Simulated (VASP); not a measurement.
Set up this calculation in VASP 6.6.1, as the native input.

```yaml
Task: single point
Functional: PBE
Potentials_or_basis: VASP PAW PBE potentials, release 64 (Sc_sv, N, F)
Cutoff: 520 eV
k_mesh: 6 × 4 × 4
Occupations: gaussian, width 0.02 eV
Spin: no spin polarisation
Dipole_correction: no
Further_INCAR_settings: ALGO = Normal; EDIFF = 1e-06; NBANDS = 60
```

The structure of Sc2NF3 lies in POSCAR:

```
Sc2NF3
1.0
    5.3553580621      0.0000000000     -0.7338397461
    0.0000000000      5.4236696382      0.0000000000
   -1.8913554741      0.0000000000      5.9668635158
Sc N F
4 2 6
Direct
    0.0731883736      0.4294596783      0.6711076997
    0.9268116264      0.9294596783      0.3288923003
    0.5969958620      0.9875995222      0.6709242333
    0.4030041380      0.4875995222      0.3290757667
    0.7552915564      0.7085451620      0.5106059875
    0.2447084436      0.2085451620      0.4893940125
    0.9284512201      0.2088126207      0.8594907805
    0.0715487799      0.7088126207      0.1405092195
    0.3909908305      0.4568998335      0.9996721014
    0.6090091695      0.9568998335      0.0003278986
    0.7077600580      0.2086831833      0.4148093638
    0.2922399420      0.7086831833      0.5851906362
```

These files were run (other wordings do the same):

INCAR

```
SYSTEM = Sc2NF3
  PREC = Accurate
  ENCUT = 520
  EDIFF = 1E-6
  ISMEAR = 0
  SIGMA = 0.02
  LREAL = .FALSE.
  LASPH = .TRUE.
  NELM = 80
  ALGO = Normal
  ISIF = 2
  LWAVE = .FALSE.
  LCHARG = .TRUE.
  GGA = PE
  LELF = .TRUE.
  LVHAR = .TRUE.
  NBANDS = 60
```

KPOINTS

```
Automatic mesh
0
G
  6 4 4
  0 0 0
```

Potentials or basis: VASP PAW PBE potentials, release 64 (Sc_sv, N, F).

The run is started by

```bash
$ cat potpaw_PBE.64/Sc_sv/POTCAR potpaw_PBE.64/N/POTCAR potpaw_PBE.64/F/POTCAR > POTCAR
$ mpirun -np 1 vasp_std > vasp.out
```

It gave:

```
Pressure               : 0.6 GPa
Largest force          : 0.069 eV/Å
Band gap on the k mesh : 3.01 eV, indirect (least direct gap 3.10 eV)
```

Run time: 17 min on 1 thread of AMD EPYC 7R13 (shared host), peak memory 0.42 GiB.
